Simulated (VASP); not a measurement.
Input of a VASP 6.6.1 run:

File INCAR:

```
SYSTEM = Al
PREC     = Accurate       ! precision mode
ENCUT    = 520            ! plane-wave cutoff, eV
EDIFF    = 1E-7           ! SCF threshold, eV
ISMEAR   = -1             ! smearing method
SIGMA    = 0.05           ! smearing width, eV
LREAL    = .False.        ! projectors in reciprocal space
LASPH    = .True.         ! aspherical terms in the spheres
NELM     = 60             ! most SCF steps
ALGO     = Fast           ! electronic algorithm
ISIF     = 2              ! what is computed and relaxed
LWAVE    = .False.        ! write WAVECAR
LCHARG   = .True.         ! write CHGCAR
GGA      = PS             ! functional
LELF     = .True.         ! ELF
LVHAR    = .True.       
NBANDS   = 8              ! bands
```

The input KPOINTS:

```
regular mesh
0
Gamma
  11 11 11
  0 0 0
```

File POSCAR:

```
Al
1.0
    0.0000000000      2.0086813320      2.0086813320
    2.0086813320      0.0000000000      2.0086813320
    2.0086813320      2.0086813320      0.0000000000
Al
1
Direct
    0.0000000000      0.0000000000      0.0000000000
```

Potentials or basis: VASP PAW PBE potentials, release 64 (Al).

Run with:

```console
$ cat potpaw_PBE.64/Al/POTCAR > POTCAR
$ mpirun -np 1 vasp_std > vasp.out
```

Problem. Predict the pressure.

Solution. 0.0 GPa.

Caveat: the PAW data sets were made with another functional, which shifts forces and pressure a little.
